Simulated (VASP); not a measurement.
Wanted: the native input for a VASP 6.6.1 run.

```yaml
Task: single point
Functional: PBE
Potentials_or_basis: VASP PAW PBE potentials, release 64 (Sr_sv, Ga_d)
Cutoff: 520 eV
k_mesh: 8 × 8 × 8
Occupations: gaussian, width 0.05 eV
Spin: no spin polarisation
Dipole_correction: no
Further_INCAR_settings: ALGO = Fast; EDIFF = 1e-06; NBANDS = 32
```

The structure of SrGa3 lies in POSCAR:

```
SrGa3
1.0
    4.5584687395      0.0000000000      0.0000000000
    0.0000000000      4.5584687395      0.0000000000
    0.0000000000      0.0000000000      4.5584687395
Sr Ga
1 3
Direct
    0.0000000000      0.0000000000      0.0000000000
    0.0000000000      0.5000000000      0.5000000000
    0.5000000000      0.5000000000      0.0000000000
    0.5000000000      0.0000000000      0.5000000000
```

One way to write it, as run:

INCAR

```
SYSTEM = SrGa3
PREC = Accurate
ENCUT = 520
EDIFF = 1E-6
ISMEAR = 0
SIGMA = 0.05
LREAL = .False.
LASPH = .True.
NELM = 60
ALGO = Fast
ISIF = 2
LWAVE = .False.
LCHARG = .False.
GGA = PE
NBANDS = 32
```

KPOINTS

```
Automatic mesh
0
Gamma
  8 8 8
  0 0 0
```

Potentials or basis: VASP PAW PBE potentials, release 64 (Sr_sv, Ga_d).

Launch:

```sh
$ cat potpaw_PBE.64/Sr_sv/POTCAR potpaw_PBE.64/Ga_d/POTCAR > POTCAR
$ mpirun -np 1 vasp_std > vasp.out
```

It gave:

```yaml
Pressure: -0.6 GPa
Band_gap_on_the_k_mesh: zero (an odd number of electrons rules out a gap without spin polarisation)
```

Run time: 78 s on 1 thread of Intel(R) Xeon(R) 6975P-C (Granite Rapids), on a shared host, peak memory 0.25 GiB.
